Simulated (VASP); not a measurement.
# K (P4_2/mcm) in VASP: relaxation of cell and atoms with PBE

Aim: the relaxation of cell and atoms of K with PBE.

All numbers are computed with VASP 6.6.1; they aren't measurements. Logs are shortened: lines on timing, memory, paths and dates and some standing lists are left out, and cuts for length are marked.

## 1. The cell of the first run

The structure is tetragonal, space group P4_2/mcm (No. 132). Conventional cell: a = 7.321 Å, b = 7.321 Å, c = 6.940 Å, α = 90.00°, β = 90.00°, γ = 90.00°. Within 4.5 Å of K (site symmetry m2m) lie 5 K at 3.45 to 4.24 Å.

The cell was built from a structure type or drawn by symmetry, and may not be a known phase.

## 2. Relaxation of cell and atoms, PBE

Input file INCAR:

```
PREC = Accurate
ENCUT = 600
EDIFF = 1E-6
ISMEAR = 0
SIGMA = 0.1
LREAL = False
LASPH = True
NELM = 100
ALGO = Fast
ISIF = 3
LWAVE = False
LCHARG = False
GGA = PE
IBRION = 2
NSW = 90
EDIFFG = -0.04
```

Input file KPOINTS:

```
Automatic mesh
0
Gamma
  4 4 4
```

Input file POSCAR:

```
K
1.0
    7.3206508685      0.0000000000      0.0000000000
    0.0000000000      7.3206508685      0.0000000000
    0.0000000000      0.0000000000      6.9398893392
K
4
Direct
    0.3333300000      0.3333300000      0.5000000000
    0.3333300000      0.6666700000      0.0000000000
    0.6666700000      0.3333300000      0.0000000000
    0.6666700000      0.6666700000      0.5000000000
```

Potentials or basis: VASP PAW PBE potentials, release 64 (K_sv).

Command:

```bash
$ cat potpaw_PBE.64/K_sv/POTCAR > POTCAR
$ mpirun -np 1 vasp_std > vasp.out
```

OUTCAR:

```text
PREC = Accurate
   ENCUT = 600
   EDIFF = 1E-6
   ISMEAR = 0
   LREAL = False
   LASPH = True
   NELM = 100
   ISIF = 3
   GGA = PE
   IBRION = 2
   NSW = 90
   EDIFFG = -0.04

 ion  position               nearest neighbor table
   1  0.333  0.333  0.500-   4 3.45
   2  0.333  0.667  0.000-   3 3.45
   3  0.667  0.333  0.000-   2 3.45
   4  0.667  0.667  0.500-   1 3.45

  LATTYP: Found a simple tetragonal cell.
 ALAT       =     7.3206508685
 C/A-ratio  =     0.9479880224

  Lattice vectors:

 A1 = (   7.3206508685,   0.0000000000,   0.0000000000)
 A2 = (   0.0000000000,   7.3206508685,   0.0000000000)
 A3 = (   0.0000000000,   0.0000000000,   6.9398893392)

Analysis of symmetry for initial positions (statically):
=====================================================================
 Subroutine PRICEL returns:
 Original cell was already a primitive cell.

 Routine SETGRP: Setting up the symmetry group for a
 simple tetragonal supercell.

 Subroutine GETGRP returns: Found 16 space group operations
 (whereof  8 operations were pure point group operations)
 out of a pool of 16 trial point group operations.

The static configuration has the point symmetry D_2h.
 The point group associated with its full space group is D_4h.

Analysis of symmetry for dynamics (positions and initial velocities):
=====================================================================
 Subroutine PRICEL returns:
 Original cell was already a primitive cell.

 Routine SETGRP: Setting up the symmetry group for a
 simple tetragonal supercell.

 Subroutine GETGRP returns: Found 16 space group operations
 (whereof  8 operations were pure point group operations)
 out of a pool of 16 trial point group operations.

The dynamic configuration has the point symmetry D_2h.
 The point group associated with its full space group is D_4h.

 Subroutine INISYM returns: Found 16 space group operations
 (whereof  8 operations are pure point group operations),
 and found     1 'primitive' translations

----------------------------------------------------------------------------------------

                                     Primitive cell

  volume of cell :     371.9221

  direct lattice vectors                    reciprocal lattice vectors
     7.320650868  0.000000000  0.000000000     0.136599876  0.000000000  0.000000000
     0.000000000  7.320650868  0.000000000     0.000000000  0.136599876  0.000000000
     0.000000000  0.000000000  6.939889339     0.000000000  0.000000000  0.144094517

  length of vectors
     7.320650868  7.320650868  6.939889339     0.136599876  0.136599876  0.144094517

  position of ions in fractional coordinates (direct lattice)
     0.333330000  0.333330000  0.500000000
     0.333330000  0.666670000  0.000000000
     0.666670000  0.333330000  0.000000000
     0.666670000  0.666670000  0.500000000

  ion indices of the primitive-cell ions
   primitive index   ion index
                 1           1
                 2           2
                 3           3
                 4           4

----------------------------------------------------------------------------------------

 KPOINTS: Automatic mesh

Automatic generation of k-mesh.
 Grid dimensions read from file:
 generate k-points for:    4    4    4

 Generating k-lattice:

  Cartesian coordinates                     Fractional coordinates (reciprocal lattice)
     0.034149969  0.000000000  0.000000000     0.250000000  0.000000000  0.000000000
     0.000000000  0.034149969  0.000000000     0.000000000  0.250000000  0.000000000
     0.000000000  0.000000000  0.036023629     0.000000000  0.000000000  0.250000000

  Length of vectors
     0.034149969  0.034149969  0.036023629

  Shift w.r.t. Gamma in fractional coordinates (k-lattice)
     0.000000000  0.000000000  0.000000000

 Subroutine IBZKPT returns following result:
 ===========================================

 Found     18 irreducible k-points:

 Following reciprocal coordinates:
            Coordinates               Weight
  0.000000  0.000000  0.000000      1.000000
  0.250000  0.000000  0.000000      4.000000
  0.500000  0.000000  0.000000      2.000000
  0.250000  0.250000  0.000000      4.000000
  0.500000  0.250000  0.000000      4.000000
  0.500000  0.500000  0.000000      1.000000
[... 10 lines left out ...]
  0.500000  0.250000  0.500000      4.000000
  0.500000  0.500000  0.500000      1.000000
   k-points           NKPTS =     18   k-points in BZ     NKDIM =     18   number of bands    NBANDS=     22
   number of dos      NEDOS =    301   number of ions     NIONS =      4
   total plane-waves  NPLWV = 201600
   dimension x,y,z NGX =    60 NGY =   60 NGZ =   56
   dimension x,y,z NGXF=   120 NGYF=  120 NGZF=  112
   ions per type =               4
   NGX,Y,Z   is equivalent  to a cutoff of  13.63, 13.63, 13.41 a.u.
   NGXF,Y,Z  is equivalent  to a cutoff of  27.25, 27.25, 26.83 a.u.
 SYSTEM =  unknown system
   PREC   = accura    normal or accurate (medium, high low for compatibility)
   ISTART =      0    job   : 0-new  1-cont  2-samecut
   ICHARG =      2    charge: 1-file 2-atom 10-const
   ISPIN  =      1    spin polarized calculation?
   LNONCOLLINEAR =      F non collinear calculations
   LSORBIT =      F    spin-orbit coupling
   LASPH  =      T    aspherical Exc in radial PAW
   ENCUT  =  600.0 eV  44.10 Ry    6.64 a.u.  14.62 14.62 13.86*2*pi/ulx,y,z
   NELM   =    100;   NELMIN=  2; NELMDL= -5     # of ELM steps
   EDIFF  = 0.1E-05   stopping-criterion for ELM
   LREAL  =      F    real-space projection
   EDIFFG = -.4E-01   stopping-criterion for IOM
   NSW    =     90    number of steps for IOM
   IBRION =      2    ionic relax: 0-MD 1-quasi-New 2-CG
   NFREE  =      1    steps in history (QN), initial steepest desc. (CG)
   ISIF   =      3    stress and relaxation
   ISYM   =      2    0-nonsym 1-usesym 2-fastsym
   POTIM  = 0.5000    time-step for ionic-motion
   TEBEG  =    0.0;   TEEND  =   0.0 temperature during run
   PSTRESS=    0.0 pullay stress
   NELECT =      36.0000    total number of electrons
   NUPDOWN=      -1.0000    fix difference up-down
   EMIN   =  10.00;   EMAX   =-10.00  energy-range for DOS
   EFERMI =   0.00;   METHOD = LEGACY
   ISMEAR =     0;   SIGMA  =   0.10  broadening in eV -4-tet -1-fermi 0-gaus
   EFERMI_NEDOS =   21; number of points for ismear=-14 and -15
   IALGO  =     68    algorithm
   IMIX   =      4    mixing-type and parameters
     AMIX     =   0.40;   BMIX     =  1.00
     AMIX_MAG =   1.60;   BMIX_MAG =  1.00
  volume/ion in A,a.u.               =      92.98       627.46
  Fermi-wavevector in a.u.,A,eV,Ry     =   0.751666  1.420443  7.687320  0.565002
  Thomas-Fermi vector in A             =   1.848700
   LORBIT       =      0    0 simple, 1 ext, 2 COOP (PROOUT), +10 PAW based schemes
   GGA     = PE    functional components
   LHFCALC =     F    Hartree Fock is set to
   AEXX    =    0.0000 exact exchange contribution
   IVDW    =     0    specifies the selected vdW correction
   LEPSILON=     F    determine dielectric tensor
   LRPA    =     F    only Hartree local field effects (RPA)
 conjugate gradient relaxation of ions
 non-spin polarized calculation
 RMM-DIIS sequential band-by-band and
 Gauss-broadening in eV      SIGMA  =   0.10
  energy-cutoff  :      600.00
  volume of cell :      371.92
 maximum number of plane-waves:     12460
 NGX is ok and might be reduce to    60
   NGX = 29   NGY = 29   NGZ = 27

--------------------------------------- Ionic step        1  -------------------------------------------

 number of electron      36.0000002 magnetization

 Free energy of the ion-electron system (eV)
  ---------------------------------------------------
  ext. energy  EPLUGINS =         0.00000000
  ---------------------------------------------------
  free energy    TOTEN  =        -3.06577216 eV

  energy without entropy =       -3.03640040  energy(sigma->0) =       -3.05108628

------------------------ aborting loop because EDIFF is reached ----------------------------------------

  FORCE on cell =-STRESS in cart. coord.  units (eV):
  Direction    XX          YY          ZZ          XY          YZ          ZX
  --------------------------------------------------------------------------------------
  -------------------------------------------------------------------------------------
  Total        1.1868131      1.1868131      1.2519765      0.0000000      0.0000000      0.0000000
  in kB        5.1125900      5.1125900      5.3933030      0.0000000      0.0000000      0.0000000
  external PRESSURE =       5.2061610 kB  Pullay stress =       0.0000000 kB
[... 95 lines left out ...]
  FREE ENERGIE OF THE ION-ELECTRON SYSTEM (eV)
  ---------------------------------------------------
  free  energy   TOTEN  =        -3.4462751656 eV

  energy  without entropy=       -3.4148510400  energy(sigma->0) =       -3.43056310

 E-fermi :   0.1184     XC(G=0):  -5.9394

 val. band max:        0.0982076853   @ k =   0.5000   0.2500   0.5000
 cond. band min:       0.1367280671   @ k =   0.5000   0.2500   0.5000
 fundamental gap:      0.0385203818
 Fermi energy:         0.1183545226

 k-point     1 :       0.0000    0.0000    0.0000
  band No.  band energies     occupation
      1     -31.9152      2.00000
      2     -31.9074      2.00000
      3     -31.9074      2.00000
      4     -31.9033      2.00000
      5     -15.4538      2.00000
      6     -15.4531      2.00000
[... 424 lines left out ...]
      6     -15.4583      2.00000
[... 14 lines left out ...]
     21       0.7980      0.00000
     22       0.7980      0.00000

[... ionic steps 4 to 17 ...]

--------------------------------------- Ionic step       18  -------------------------------------------

 number of electron      36.0000002 magnetization

------------------------ aborting loop because EDIFF is reached ----------------------------------------

  FORCE on cell =-STRESS in cart. coord.  units (eV):
  Direction    XX          YY          ZZ          XY          YZ          ZX
  --------------------------------------------------------------------------------------
  -------------------------------------------------------------------------------------
  Total        0.0166965      0.0166965     -0.0425021     -0.0000000      0.0000000      0.0000000
  in kB        0.0901415      0.0901415     -0.2294616     -0.0000000      0.0000000      0.0000000
  external PRESSURE =      -0.0163929 kB  Pullay stress =       0.0000000 kB
[... 61 lines left out ...]
  energy  without entropy=       -4.1493877218  energy(sigma->0) =       -4.16121482

--------------------------------------- Ionic step       20  -------------------------------------------

 number of electron      36.0000003 magnetization

 Free energy of the ion-electron system (eV)
  ---------------------------------------------------
  ext. energy  EPLUGINS =         0.00000000
  ---------------------------------------------------
  free energy    TOTEN  =        -4.17473619 eV

  energy without entropy =       -4.15090380  energy(sigma->0) =       -4.16282000

 E-fermi :  -0.1697     XC(G=0):  -5.6332

 val. band max:       -0.1828003597   @ k =   0.5000   0.2500   0.5000
 cond. band min:      -0.1510720085   @ k =   0.5000   0.2500   0.5000
 fundamental gap:      0.0317283512
 Fermi energy:        -0.1697094032

 k-point     1 :       0.0000    0.0000    0.0000
  band No.  band energies     occupation
      1     -32.2711      2.00000
      2     -32.2668      2.00000
      3     -32.2668      2.00000
      4     -32.2644      2.00000
      5     -15.7851      2.00000
      6     -15.7849      2.00000
[... 470 lines left out ...]
  FREE ENERGIE OF THE ION-ELECTRON SYSTEM (eV)
  ---------------------------------------------------
  free  energy   TOTEN  =        -4.1747361902 eV

  energy  without entropy=       -4.1509038014  energy(sigma->0) =       -4.16282000

 reached required accuracy - stopping structural energy minimisation
```

Wall time 49 min (1 thread of Intel Xeon 6975P-C (Granite Rapids), shared host); peak memory 0.57 GiB.

Results:

```
Free energy                           : -4.1747 eV
Relaxed volume                        : 74.09 Å³/atom
Relaxed cell                          : a = 7.112 Å, b = 7.112 Å, c = 5.859 Å, α = 90.00°, β = 90.00°, γ = 90.00°
Space group after relaxing (to 0.1 Å) : P4_2/mcm (No. 132)
Energy gained by relaxing             : 277.2 meV/atom
Ionic steps                           : 20
Pressure after relaxing               : 0.0 GPa
Largest force after relaxing          : 0.038 eV/Å
Band gap on the k mesh                : zero (bands 18 and 19 overlap by 1.20 eV)
```

Forces in eV/Å, atoms in the order of the input:
```
K   -0.027 -0.027  0.000
K   -0.027  0.027  0.000
K    0.027 -0.027  0.000
K    0.027  0.027  0.000
```

Step by step:
| step | energy change (eV) | largest force (eV/Å) | pressure (GPa) | volume (Å³) |
| --- | --- | --- | --- | --- |
| 1 | 0.0000 | 0.7882 | 0.52 | 371.92 |
| 2 | -0.1514 | 0.6448 | 0.30 | 388.42 |
| 3 | -0.3805 | 0.3148 | -0.17 | 440.84 |
| 4 | -0.3947 | 0.2530 | -0.26 | 455.19 |
| 5 | -0.3962 | 0.2345 | -0.28 | 460.14 |
| 6 | -0.4592 | 0.2396 | -0.28 | 443.33 |
| 7 | -0.6417 | 0.2555 | -0.24 | 395.29 |
| 8 | -0.9271 | 0.2825 | 0.06 | 309.57 |
| 9 | 0.1315 | 0.2244 | 4.93 | 175.88 |
| 10 | -0.8972 | 0.3395 | 0.37 | 289.20 |
| 11 | -0.9015 | 0.3146 | 0.81 | 258.59 |
| 12 | -0.9416 | 0.2577 | 0.78 | 256.36 |
| 13 | -0.9981 | 0.0772 | 0.84 | 249.69 |
| 14 | -1.0511 | 0.0662 | 0.54 | 261.84 |
| 15 | -1.0970 | 0.0538 | 0.20 | 281.45 |
| 16 | -1.0834 | 0.0335 | -0.26 | 323.57 |
| 17 | -1.1066 | 0.0449 | -0.02 | 298.01 |
| 18 | -1.1066 | 0.0455 | 0.00 | 296.76 |
| 19 | -1.1073 | 0.0458 | 0.00 | 296.66 |
| 20 | -1.1090 | 0.0381 | 0.00 | 296.36 |

Final structure:
```
K
1.0
     7.11220    0.00000    0.00000
     0.00000    7.11220    0.00000
     0.00000    0.00000    5.85893
K
4
Direct
  0.25419 0.25419 0.50000
  0.25419 0.74581 0.00000
  0.74581 0.25419 0.00000
  0.74581 0.74581 0.50000
```

Caveat: the volume moved by over 15 % at a fixed basis, so the end points are rough.
